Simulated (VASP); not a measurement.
# Si (a cell with a defect) in VASP: relaxation of the atoms with PBE

Aim: the relaxation of the atoms of Si (a cell with a defect) with PBE.

All numbers are computed with VASP 6.6.1; they aren't measurements. Logs are shortened: lines on timing, memory, paths and dates and some standing lists are left out, and cuts for length are marked.

## 1. The cell of the first run

The cell holds a defect, 31 atoms: a = 9.474 Å, b = 9.474 Å, c = 9.474 Å, α = 109.47°, β = 109.47°, γ = 109.47°.

## 2. Relaxation of the atoms, PBE (atoms taken out)

INCAR

```
SYSTEM = Si
PREC = Accurate
ENCUT = 450
EDIFF = 1E-7
ISMEAR = 0
SIGMA = 0.02
LREAL = Auto
LASPH = .TRUE.
NELM = 120
ALGO = Normal
ISIF = 2
LWAVE = .FALSE.
LCHARG = .FALSE.
GGA = PE
IBRION = 2
NSW = 80
EDIFFG = -0.02
GGA_COMPAT = .FALSE.
NELMIN = 4
```

KPOINTS

```
Automatic mesh
0
Gamma
  2 2 2
  0.5 0.5 0.5
```

POSCAR

```
Si
1.0
   -5.4696767048      5.4696767048     -5.4696767048
    5.4696767048      5.4696767048      5.4696767048
    5.4696767048     -5.4696767048     -5.4696767048
Si
31
Direct
    0.2500000000      0.7500000000      0.7500000000
    0.0000000000      0.0000000000      0.7500000000
    0.5000000000      0.7500000000      0.5000000000
    0.7500000000      0.2500000000      0.7500000000
    0.2500000000      0.0000000000      0.5000000000
    0.5000000000      0.5000000000      0.7500000000
    0.0000000000      0.2500000000      0.5000000000
    0.7500000000      0.7500000000      0.2500000000
    0.5000000000      0.0000000000      0.2500000000
    0.7500000000      0.5000000000      0.5000000000
    0.0000000000      0.7500000000      0.0000000000
    0.2500000000      0.2500000000      0.2500000000
    0.0000000000      0.5000000000      0.2500000000
    0.7500000000      0.0000000000      0.0000000000
    0.5000000000      0.2500000000      0.0000000000
    0.2500000000      0.5000000000      0.0000000000
    0.2500000000      0.5000000000      0.7500000000
    0.0000000000      0.7500000000      0.7500000000
    0.5000000000      0.5000000000      0.5000000000
    0.7500000000      0.0000000000      0.7500000000
    0.5000000000      0.2500000000      0.7500000000
    0.0000000000      0.0000000000      0.5000000000
    0.7500000000      0.5000000000      0.2500000000
    0.5000000000      0.7500000000      0.2500000000
    0.7500000000      0.2500000000      0.5000000000
    0.0000000000      0.5000000000      0.0000000000
    0.2500000000      0.0000000000      0.2500000000
    0.0000000000      0.2500000000      0.2500000000
    0.7500000000      0.7500000000      0.0000000000
    0.5000000000      0.0000000000      0.0000000000
    0.2500000000      0.2500000000      0.0000000000
```

Potentials or basis: VASP PAW PBE potentials, release 64 (Si).

Command:

```sh
> cat potpaw_PBE.64/Si/POTCAR > POTCAR
> mpirun -np 1 vasp_std > vasp.out
```

OUTCAR:

```text
SYSTEM = Si
   PREC = Accurate
   ENCUT = 450
   EDIFF = 1E-7
   ISMEAR = 0
   LREAL = Auto
   LASPH = .TRUE.
   NELM = 120
   ISIF = 2
   GGA = PE
   IBRION = 2
   NSW = 80
   EDIFFG = -0.02
   NELMIN = 4

 ion  position               nearest neighbor table
   1  0.250  0.750  0.750-  17 2.37  18 2.37  30 2.37
   2  0.000  0.000  0.750-  18 2.37  20 2.37  22 2.37  31 2.37
   3  0.500  0.750  0.500-  19 2.37  20 2.37  24 2.37
   4  0.750  0.250  0.750-  20 2.37  21 2.37  25 2.37  26 2.37
   5  0.250  0.000  0.500-  21 2.37  22 2.37  27 2.37
   6  0.500  0.500  0.750-  17 2.37  19 2.37  21 2.37  29 2.37
   7  0.000  0.250  0.500-  17 2.37  22 2.37  25 2.37  28 2.37
   8  0.750  0.750  0.250-  22 2.37  23 2.37  24 2.37  29 2.37
   9  0.500  0.000  0.250-  24 2.37  25 2.37  27 2.37  30 2.37
  10  0.750  0.500  0.500-  18 2.37  19 2.37  23 2.37  25 2.37
  11  0.000  0.750  0.000-  18 2.37  26 2.37  27 2.37  29 2.37
  12  0.250  0.250  0.250-  19 2.37  27 2.37  28 2.37  31 2.37
  13  0.000  0.500  0.250-  23 2.37  26 2.37  28 2.37
  14  0.750  0.000  0.000-  20 2.37  28 2.37  29 2.37  30 2.37
  15  0.500  0.250  0.000-  21 2.37  23 2.37  30 2.37  31 2.37
  16  0.250  0.500  0.000-  17 2.37  24 2.37  26 2.37  31 2.37
  17  0.250  0.500  0.750-   1 2.37   6 2.37   7 2.37  16 2.37
  18  0.000  0.750  0.750-   1 2.37   2 2.37  10 2.37  11 2.37
  19  0.500  0.500  0.500-   3 2.37   6 2.37  10 2.37  12 2.37
[... 10 lines left out ...]
  30  0.500  0.000  0.000-   1 2.37   9 2.37  14 2.37  15 2.37
  31  0.250  0.250  0.000-   2 2.37  12 2.37  15 2.37  16 2.37

  LATTYP: Found a body centered cubic cell.
 ALAT       =    10.9393534096

  Lattice vectors:

 A1 = (  -5.4696767048,   5.4696767048,  -5.4696767048)
 A2 = (   5.4696767048,   5.4696767048,   5.4696767048)
 A3 = (   5.4696767048,  -5.4696767048,  -5.4696767048)

Analysis of symmetry for initial positions (statically):
=====================================================================
 Subroutine PRICEL returns:
 Original cell was already a primitive cell.

 Routine SETGRP: Setting up the symmetry group for a
 body centered cubic supercell.

 Subroutine GETGRP returns: Found 24 space group operations
 (whereof  4 operations were pure point group operations)
 out of a pool of 48 trial point group operations.

The static configuration has the point symmetry S_4 .
 The point group associated with its full space group is T_d .

Analysis of symmetry for dynamics (positions and initial velocities):
=====================================================================
 Subroutine PRICEL returns:
 Original cell was already a primitive cell.

 Routine SETGRP: Setting up the symmetry group for a
[... 159 lines left out ...]
   IALGO  =     38    algorithm
   IMIX   =      4    mixing-type and parameters
     AMIX     =   0.40;   BMIX     =  1.00
     AMIX_MAG =   1.60;   BMIX_MAG =  1.00
  volume/ion in A,a.u.               =      21.11       142.49
  Fermi-wavevector in a.u.,A,eV,Ry     =   0.940229  1.776776 12.027971  0.884031
  Thomas-Fermi vector in A             =   2.067620
   LORBIT       =      0    0 simple, 1 ext, 2 COOP (PROOUT), +10 PAW based schemes
   GGA     = PE    functional components
   LHFCALC =     F    Hartree Fock is set to
   AEXX    =    0.0000 exact exchange contribution
   IVDW    =     0    specifies the selected vdW correction
   LEPSILON=     F    determine dielectric tensor
   LRPA    =     F    only Hartree local field effects (RPA)
 conjugate gradient relaxation of ions
 non-spin polarized calculation
 Gauss-broadening in eV      SIGMA  =   0.02
  energy-cutoff  :      450.00
  volume of cell :      654.55
 maximum number of plane-waves:     14240
 NGX is ok and might be reduce to    70
   NGX = 33   NGY = 33   NGZ = 33

--------------------------------------- Ionic step        1  -------------------------------------------

 number of electron     124.0000009 magnetization

 Free energy of the ion-electron system (eV)
  ---------------------------------------------------
  ext. energy  EPLUGINS =         0.00000000
  ---------------------------------------------------
  free energy    TOTEN  =      -164.21958500 eV

  energy without entropy =     -164.20898472  energy(sigma->0) =     -164.21428486

------------------------ aborting loop because EDIFF is reached ----------------------------------------

  FORCE on cell =-STRESS in cart. coord.  units (eV):
  Direction    XX          YY          ZZ          XY          YZ          ZX
  --------------------------------------------------------------------------------------
  -------------------------------------------------------------------------------------
  Total       -2.6170040     -2.6170040     -2.6170040     -0.0000000     -0.0000000     -0.0000000
  in kB       -6.4057503     -6.4057503     -6.4057503     -0.0000000     -0.0000000     -0.0000000
  external PRESSURE =      -6.4057503 kB  Pullay stress =       0.0000000 kB
[... 507 lines left out ...]
--------------------------------------- Ionic step        9  -------------------------------------------

 number of electron     124.0000004 magnetization

 Free energy of the ion-electron system (eV)
  ---------------------------------------------------
  ext. energy  EPLUGINS =         0.00000000
  ---------------------------------------------------
  free energy    TOTEN  =      -164.26633454 eV

  energy without entropy =     -164.25573426  energy(sigma->0) =     -164.26103440

 E-fermi :   5.6134     XC(G=0):  -9.2206

 val. band max:        5.2581396156   @ k =  -0.2500   0.2500   0.2500
 cond. band min:       5.6271217236   @ k =  -0.2500   0.2500   0.2500
 fundamental gap:      0.3689821080
 Fermi energy:         5.6134407902

 k-point     1 :       0.2500    0.2500    0.2500
  band No.  band energies     occupation
      1      -5.6829      2.00000
      2      -5.6829      2.00000
      3      -5.6829      2.00000
      4      -5.4131      2.00000
      5      -3.8403      2.00000
      6      -3.8403      2.00000
[... 66 lines left out ...]
     73       7.0499      0.00000
     74       7.1054      0.00000

 k-point     2 :      -0.2500    0.2500    0.2500
  band No.  band energies     occupation
      1      -6.1376      2.00000
      2      -5.1690      2.00000
      3      -5.1575      2.00000
      4      -5.1575      2.00000
      5      -4.9511      2.00000
      6      -4.3475      2.00000
[... 66 lines left out ...]
     73       7.6554      0.00000
     74       7.7837      0.00000
 [bands above 74 left out]

------------------------ aborting loop because EDIFF is reached ----------------------------------------

  FORCE on cell =-STRESS in cart. coord.  units (eV):
  Direction    XX          YY          ZZ          XY          YZ          ZX
  --------------------------------------------------------------------------------------
  -------------------------------------------------------------------------------------
  Total       -4.6537824     -4.6537824     -4.6537824      0.0000000      0.0000000      0.0000000
  in kB      -11.3912581    -11.3912581    -11.3912581      0.0000000      0.0000000      0.0000000
  external PRESSURE =     -11.3912581 kB  Pullay stress =       0.0000000 kB
[... 46 lines left out ...]
  FREE ENERGIE OF THE ION-ELECTRON SYSTEM (eV)
  ---------------------------------------------------
  free  energy   TOTEN  =      -164.2663345413 eV

  energy  without entropy=     -164.2557342636  energy(sigma->0) =     -164.26103440

 reached required accuracy - stopping structural energy minimisation
```

OSZICAR:

```text
N       E                     dE             d eps       ncg     rms          rms(c)
DAV:   1     0.307583661448E+03    0.30758E+03   -0.43564E+04   312   0.117E+03
DAV:   2    -0.135631773884E+03   -0.44322E+03   -0.42306E+03   380   0.178E+02
DAV:   3    -0.166037539390E+03   -0.30406E+02   -0.29891E+02   376   0.426E+01
[... 83 lines left out ...]
DAV:   2    -0.164266343180E+03   -0.12984E-03   -0.13844E-03   384   0.106E-01    0.227E-02
DAV:   3    -0.164266335698E+03    0.74815E-05   -0.38131E-05   368   0.208E-02    0.136E-02
DAV:   4    -0.164266334550E+03    0.11484E-05   -0.14770E-05   376   0.103E-02    0.499E-03
DAV:   5    -0.164266334560E+03   -0.10699E-07   -0.25415E-06   360   0.437E-03    0.305E-03
DAV:   6    -0.164266334541E+03    0.19186E-07   -0.79193E-08   208   0.906E-04
   9 F= -.16426633E+03 E0= -.16426103E+03  d E =-.340741E-03
```

CONTCAR:

```text
Si
   1.00000000000000
    -5.4696767048000003    5.4696767048000003   -5.4696767048000003
     5.4696767048000003    5.4696767048000003    5.4696767048000003
     5.4696767048000003   -5.4696767048000003   -5.4696767048000003
  Si
    31
Direct
     0.2500000000000000    0.7500000000000000    0.7413304006548282
     0.9987539552734893    0.9990048637763910    0.7490048637763910
     0.4913304006548283    0.7500000000000000    0.5000000000000000
     0.7502509085029017    0.2502509085029016    0.7512460447265107
     0.2500000000000000    0.9913304006548282    0.5000000000000000
     0.4990048637763910    0.4987539552734894    0.7490048637763910
[... 23 lines left out ...]
     0.4980485791862040    0.9980485791862043    0.9959528133821107
     0.2500000000000000    0.2500000000000000    1.0000000000000000

  0.00000000E+00  0.00000000E+00  0.00000000E+00
  0.00000000E+00  0.00000000E+00  0.00000000E+00
  0.00000000E+00  0.00000000E+00  0.00000000E+00
  0.00000000E+00  0.00000000E+00  0.00000000E+00
  0.00000000E+00  0.00000000E+00  0.00000000E+00
  0.00000000E+00  0.00000000E+00  0.00000000E+00
[... 23 lines left out ...]
  0.00000000E+00  0.00000000E+00  0.00000000E+00
  0.00000000E+00  0.00000000E+00  0.00000000E+00
```

Run time: 28 min. Hardware: 1 thread of Oxide Virtual Turin-like, shared host; peak memory 0.7 GiB.

Results:

* Free energy: -164.2663 eV
* Energy gained by relaxing: 1.5 meV/atom
* Ionic steps: 9
* Pressure after relaxing: -1.1 GPa
* Largest force after relaxing: 0.007 eV/Å
* Band gap on the k mesh: zero (bands 62 and 63 overlap by 0.15 eV)

Forces on the atoms (eV/Å):
```
Si   0.000  0.000  0.000
Si  -0.001 -0.005  0.005
Si   0.000  0.000  0.000
Si   0.005 -0.001 -0.005
Si   0.000  0.000  0.000
Si  -0.005 -0.005  0.001
Si  -0.005  0.001 -0.005
Si   0.005 -0.005 -0.001
Si  -0.005 -0.001  0.005
Si   0.005  0.001  0.005
Si  -0.005  0.005 -0.001
Si   0.001 -0.005 -0.005
Si   0.000  0.000  0.000
Si   0.005  0.005  0.001
Si  -0.001  0.005 -0.005
Si   0.001  0.005  0.005
Si   0.003 -0.001 -0.001
Si   0.001 -0.001 -0.003
Si  -0.001  0.003 -0.001
Si  -0.003  0.001 -0.001
Si   0.001  0.001  0.003
Si   0.001  0.003  0.001
Si  -0.003 -0.001  0.001
Si  -0.001  0.001 -0.003
Si   0.000  0.000  0.000
Si  -0.001 -0.003  0.001
Si   0.003  0.001  0.001
Si  -0.001 -0.001  0.003
Si   0.000  0.000  0.000
Si   0.001 -0.003 -0.001
Si   0.000  0.000  0.000
```

The path:
| step | energy change (eV) | largest force (eV/Å) | pressure (GPa) |
| --- | --- | --- | --- |
| 1 | 0.0000 | 0.1832 | -0.64 |
| 2 | -0.0164 | 0.1144 | -0.67 |
| 3 | -0.0184 | 0.1325 | -0.69 |
| 4 | -0.0264 | 0.1367 | -0.74 |
| 5 | -0.0319 | 0.1455 | -0.84 |
| 6 | -0.0390 | 0.1051 | -0.92 |
| 7 | -0.0461 | 0.0328 | -1.17 |
| 8 | -0.0464 | 0.0289 | -1.13 |
| 9 | -0.0467 | 0.0070 | -1.14 |

Final structure:
```
Si
1.0
    -5.46968    5.46968   -5.46968
     5.46968    5.46968    5.46968
     5.46968   -5.46968   -5.46968
Si
31
Direct
  0.25000 0.75000 0.74133
  0.99875 0.99900 0.74900
  0.49133 0.75000 0.50000
  0.75025 0.25025 0.75125
  0.25000 0.99133 0.50000
  0.49900 0.49875 0.74900
  0.00100 0.24975 0.50000
  0.74975 0.75000 0.25100
  0.49900 0.99900 0.24875
  0.74975 0.50100 0.50000
  0.00100 0.75000 0.99975
  0.25000 0.24975 0.25100
  0.00867 0.50867 0.25867
  0.75025 0.00125 0.00025
  0.50125 0.25025 0.00025
  0.25000 0.50100 0.99975
  0.25000 0.50195 0.74790
  0.00195 0.75000 0.74790
  0.49790 0.50195 0.50000
  0.74595 0.99805 0.74805
  0.49805 0.24595 0.74805
  0.00195 0.99790 0.50000
  0.75405 0.50210 0.25210
  0.49790 0.75000 0.25195
  0.75000 0.25000 0.50000
  0.00210 0.50210 0.00405
  0.25000 0.99790 0.25195
  0.00210 0.25405 0.25210
  0.75000 0.75000 0.00000
  0.49805 0.99805 0.99595
  0.25000 0.25000 0.00000
```

Caveat: the k points lie up to 0.41 Å⁻¹ apart; the cell differs from its parent crystal (atoms taken out).

The gap in the log of VASP goes by the Fermi energy; the results here count the filled bands.